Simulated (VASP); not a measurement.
Wanted: the native input for a VASP 6.6.1 run.

- Task: relaxation of cell and atoms
- Functional: PBE
- Potentials or basis: VASP PAW PBE potentials, release 64 (Mg)
- Cutoff: 600 eV
- k mesh: 8 × 8 × 8
- Occupations: gaussian, width 0.1 eV
- Spin: no spin polarisation
- Dipole correction: no
- Further INCAR settings: ALGO = Fast; EDIFF = 1e-06; IBRION = 2; EDIFFG = -0.04; NSW = 90; ISIF = 3

The structure of Mg lies in POSCAR:

```
Mg
1.0
   -1.4350389300      1.7186403000      2.5501216900
    1.4350389300     -1.7186403000      2.5501216900
    1.4350389300      1.7186403000     -2.5501216900
Mg
1
Direct
    0.0000000000      0.5000000000      0.5000000000
```

The cell was generated, and may not be a known phase.

These files were run (other wordings do the same):

INCAR

```
PREC     = Accurate       # precision mode
ENCUT    = 600            # plane-wave cutoff, eV
EDIFF    = 1E-6           # SCF threshold, eV
ISMEAR   = 0              # smearing method
SIGMA    = 0.1            # smearing width, eV
LREAL    = False          # projectors in reciprocal space
LASPH    = True           # aspherical terms in the spheres
NELM     = 80             # most SCF steps
ALGO     = Fast           # electronic algorithm
ISIF     = 3              # what is computed and relaxed
LWAVE    = False          # write WAVECAR
LCHARG   = False          # write CHGCAR
GGA      = PE             # functional
IBRION   = 2              # ionic algorithm
NSW      = 90             # ionic steps
EDIFFG   = -0.04          # ionic threshold
```

KPOINTS

```
Automatic mesh
0
Gamma
  8 8 8
```

Potentials or basis: VASP PAW PBE potentials, release 64 (Mg).

The run is started by

```sh
$ cat potpaw_PBE.64/Mg/POTCAR > POTCAR
$ mpirun -np 1 vasp_std > vasp.out
```

It gave:

```yaml
Relaxed_volume: 23.13 Å³/atom
Relaxed_cell: a = 3.208 Å, b = 3.208 Å, c = 3.208 Å, α = 119.32°, β = 121.80°, γ = 89.04°
Space_group_after_relaxing_to_0.1_Å: Immm (No. 71)
Energy_gained_by_relaxing: 97.0 meV/atom
Ionic_steps: 12
Pressure_after_relaxing: 0.0 GPa
Band_gap_on_the_k_mesh: zero (bands 1 and 2 overlap by 2.87 eV)
```

Run time: 62 s on 1 thread of Intel Xeon 8259CL, on a shared host, peak memory 0.18 GiB.
